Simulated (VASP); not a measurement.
Here is a VASP 6.6.1 calculation.

Contents of INCAR:

```
SYSTEM = Zr
PREC = Accurate
ENCUT = 500
EDIFF = 1E-6
ISMEAR = -1
SIGMA = 0.05
LREAL = .FALSE.
LASPH = .TRUE.
NELM = 120
ALGO = Normal
ISIF = 2
LWAVE = .FALSE.
LCHARG = .FALSE.
GGA = RP
IVDW = 13
NBANDS = 19
GGA_COMPAT = .FALSE.
```

Contents of KPOINTS:

```
regular mesh
0
G
  9 9 5
  0 0 0
```

Contents of POSCAR:

```
Zr
1.0
    3.1883189697      0.0000000000      0.0000000000
   -1.5941594848      2.7611652231      0.0000000000
    0.0000000000      0.0000000000      5.0774374186
Zr
2
Direct
    0.6666666667      0.3333333333      0.7500000000
    0.3333333333      0.6666666667      0.2500000000
```

Potentials or basis: VASP PAW PBE potentials, release 64 (Zr_sv).

Launch:

```sh
$ cat potpaw_PBE.64/Zr_sv/POTCAR > POTCAR
$ mpirun -np 1 vasp_std > vasp.out
```

(1) Predict the pressure.

(2) Estimate the band gap on the k mesh.

(3) Predict the dispersion energy per atom.

## Answers

(1) 4.5 GPa.

(2) zero (band 12 reaches 10.42 eV, above the bottom of band 13 at 9.30 eV).

(3) -0.352 eV.

Caveat: the PAW data sets were made with another functional, which shifts forces and pressure a little; pairwise dispersion overbinds metals, which lowers pressure and volume.
